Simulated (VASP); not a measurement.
# TaN (Fm-3m) in VASP: a series of runs, part 2 of 2

VASP 6.6.1. The steps go on from the part before.

### 3 Elastic constants, PBE

This run uses another cell than the first one, of 10.56 Å³/atom.

File INCAR:

```
SYSTEM = TaN
PREC = Accurate
ENCUT = 600
EDIFF = 1E-8
ISMEAR = -1
SIGMA = 0.15
LREAL = .False.
LASPH = .True.
NELM = 100
ALGO = Normal
ISIF = 3
LWAVE = .False.
LCHARG = .True.
GGA = PE
IBRION = 6
NFREE = 2
POTIM = 0.015
NSW = 1
```

File KPOINTS:

```
Automatic mesh
0
Gamma
  16 16 16
  0 0 0
```

File POSCAR:

```
TaN
1.0
    0.0000000000      2.1942478648      2.1942478648
    2.1942478648      0.0000000000      2.1942478648
    2.1942478648      2.1942478648      0.0000000000
Ta N
1 1
Direct
    0.5000000000      0.5000000000      0.5000000000
    0.0000000000      0.0000000000      0.0000000000
```

Potentials or basis: VASP PAW PBE potentials, release 64 (Ta_pv, N).

Run with:

```console
$ cat potpaw_PBE.64/Ta_pv/POTCAR potpaw_PBE.64/N/POTCAR > POTCAR
$ mpirun -np 1 vasp_std > vasp.out
```

OUTCAR:

```text
SYSTEM = TaN
   PREC = Accurate
   ENCUT = 600
   EDIFF = 1E-8
   ISMEAR = -1
   LREAL = .False.
   LASPH = .True.
   NELM = 100
   ISIF = 3
   GGA = PE
   IBRION = 6
   NFREE = 2
   POTIM = 0.015
   NSW = 1

 ion  position               nearest neighbor table
   1  0.500  0.500  0.500-   2 2.19   2 2.19   2 2.19   2 2.19   2 2.19   2 2.19
   2  0.000  0.000  0.000-   1 2.19   1 2.19   1 2.19   1 2.19   1 2.19   1 2.19

  LATTYP: Found a face centered cubic cell.
 ALAT       =     4.3884957296

  Lattice vectors:

 A1 = (   0.0000000000,   2.1942478648,   2.1942478648)
 A2 = (   2.1942478648,   0.0000000000,   2.1942478648)
 A3 = (   2.1942478648,   2.1942478648,   0.0000000000)

Analysis of symmetry for initial positions (statically):
=====================================================================
 Subroutine PRICEL returns:
 Original cell was already a primitive cell.

 Routine SETGRP: Setting up the symmetry group for a
 face centered cubic supercell.

 Subroutine GETGRP returns: Found 48 space group operations
 (whereof 48 operations were pure point group operations)
 out of a pool of 48 trial point group operations.

The static configuration has the point symmetry O_h .

Analysis of symmetry for dynamics (positions and initial velocities):
=====================================================================
 Subroutine PRICEL returns:
 Original cell was already a primitive cell.

 Routine SETGRP: Setting up the symmetry group for a
[... 724 lines left out ...]
  external PRESSURE =      78.1324568 kB  Pullay stress =       0.0000000 kB
[... 17 lines left out ...]
  FREE ENERGIE OF THE ION-ELECTRON SYSTEM (eV)
  ---------------------------------------------------
  free  energy   TOTEN  =       -21.8469831813 eV

  energy  without entropy=      -21.7855953174  energy(sigma->0) =      -21.81628925

 INTERNAL STRAIN TENSORS FROM STRAINED CELLS
 ============================================

 INTERNAL STRAIN TENSOR FOR ION    1 for displacements in x,y,z  (eV/Angst):
          X           Y           Z          XY          YZ          ZX
  --------------------------------------------------------------------------------
  x     0.00000    -0.00000     0.00000     0.00000     0.00000    -0.00000
  y     0.00000     0.00000     0.00000    -0.00000     0.00000     0.00000
  z    -0.00000     0.00000     0.00000    -0.00000     0.00000     0.00000

 INTERNAL STRAIN TENSORS FROM DISPLACED ATOMS
 ============================================

 INTERNAL STRAIN TENSOR FOR ION    1 for displacements in x,y,z  (eV/Angst):
          X           Y           Z          XY          YZ          ZX
  --------------------------------------------------------------------------------
  x     0.00000     0.00000     0.00000     0.00000     0.00000     0.00000
  y     0.00000     0.00000     0.00000     0.00000     0.00000     0.00000
  z     0.00000     0.00000     0.00000     0.00000     0.00000     0.00000

 INTERNAL STRAIN TENSOR FOR ION    2 for displacements in x,y,z  (eV/Angst):
          X           Y           Z          XY          YZ          ZX
  --------------------------------------------------------------------------------
  x     0.00000     0.00000     0.00000     0.00000     0.00000     0.00000
  y     0.00000     0.00000     0.00000     0.00000     0.00000     0.00000
  z     0.00000     0.00000     0.00000     0.00000     0.00000     0.00000

 Eigenvectors and eigenvalues of the dynamical matrix
 ----------------------------------------------------

   1 f  =   12.258716 THz    77.023785 2PiTHz  408.906754 cm-1    50.697953 meV
             X         Y         Z           dx          dy          dz
      2.194248  2.194248  2.194248     0.000000    0.000000   -0.268067
      0.000000  0.000000  0.000000     0.000000    0.000000    0.963400
[... 21 lines left out ...]
   6 f/i=    0.000972 THz     0.006110 2PiTHz    0.032434 cm-1     0.004021 meV
             X         Y         Z           dx          dy          dz
      2.194248  2.194248  2.194248     0.008238   -0.493539   -0.827340
      0.000000  0.000000  0.000000     0.002292   -0.137327   -0.230208

--------------------------------------------------------------------------------------------------------

 ELASTIC MODULI CONTR FROM IONIC RELAXATION (kBar)
 Direction    XX          YY          ZZ          XY          YZ          ZX
 --------------------------------------------------------------------------------
 XX           0.0000      0.0000      0.0000      0.0000      0.0000      0.0000
 YY           0.0000      0.0000      0.0000      0.0000      0.0000      0.0000
 ZZ           0.0000      0.0000      0.0000      0.0000      0.0000      0.0000
 XY           0.0000      0.0000      0.0000      0.0000      0.0000      0.0000
 YZ           0.0000      0.0000      0.0000      0.0000      0.0000      0.0000
 ZX           0.0000      0.0000      0.0000      0.0000      0.0000      0.0000
 --------------------------------------------------------------------------------

 TOTAL ELASTIC MODULI (kBar)
 Direction    XX          YY          ZZ          XY          YZ          ZX
 --------------------------------------------------------------------------------
 XX        7682.9555   1496.7149   1496.7149     -0.0000      0.0000     -0.0000
 YY        1496.7149   7682.9555   1496.7149      0.0000     -0.0000     -0.0000
 ZZ        1496.7149   1496.7149   7682.9555     -0.0000      0.0000     -0.0000
 XY          -0.0000      0.0000     -0.0000    563.1645      0.0000      0.0000
 YZ           0.0000     -0.0000      0.0000      0.0000    563.1645      0.0000
 ZX          -0.0000     -0.0000     -0.0000      0.0000      0.0000    563.1645
 --------------------------------------------------------------------------------
```

stdout:

```text
POSCAR found type information on POSCAR TaN
 POSCAR found :  2 types and       2 ions
 scaLAPACK will be used
 LDA part: xc-table for (Slater+PW92), standard interpolation
 POSCAR, INCAR and KPOINTS ok, starting setup
[... 102 lines left out ...]
|           W    W   A  A   R    R  NN   N  II  NN   N  G    G  !!!           |
|           W    W  A    A  R    R  N N  N  II  N N  N  G       !!!           |
|           W WW W  AAAAAA  RRRRR   N  N N  II  N  N N  G  GGG   !            |
|           WW  WW  A    A  R   R   N   NN  II  N   NN  G    G                |
|           W    W  A    A  R    R  N    N  II  N    N   GGGG   !!!           |
|                                                                             |
|     Your highest band is occupied at some k-points! Unless you are          |
|     performing a calculation for an insulator or semiconductor, without     |
|     unoccupied bands, you have included TOO FEW BANDS!! Please increase     |
|     the
```

It used 2100 s of CPU time on 1 thread of Intel(R) Xeon(R) Platinum 8488C (Sapphire Rapids), on a shared host.

Results:

| Property | Result |
| --- | --- |
| Elastic constants C11, C12, C44 | 768, 150, 56 GPa |
| Voigt bulk modulus | 356 GPa |
| Highest phonon frequency at Γ | 409 cm⁻¹ |

Phonon frequencies in cm⁻¹ (negative: imaginary):
```tsv
q point	frequencies
(0.000, 0.000, 0.000)	0 0 0 409 409 409
```

Elastic tensor in Voigt notation (GPa, in the Cartesian axes of the cell as first typed):
```
768 150 150   0   0   0
150 768 150   0   0   0
150 150 768   0   0   0
  0   0   0  56   0   0
  0   0   0   0  56   0
  0   0   0   0   0  56
```

Clamped-ion elastic tensor (GPa):
```
768 150 150   0   0   0
150 768 150   0   0   0
150 150 768   0   0   0
  0   0   0  56   0   0
  0   0   0   0  56   0
  0   0   0   0   0  56
```

Caveat: the cell is under stress, which shifts elastic constants; spin-orbit coupling is left out, which moves the levels of the heavy elements.
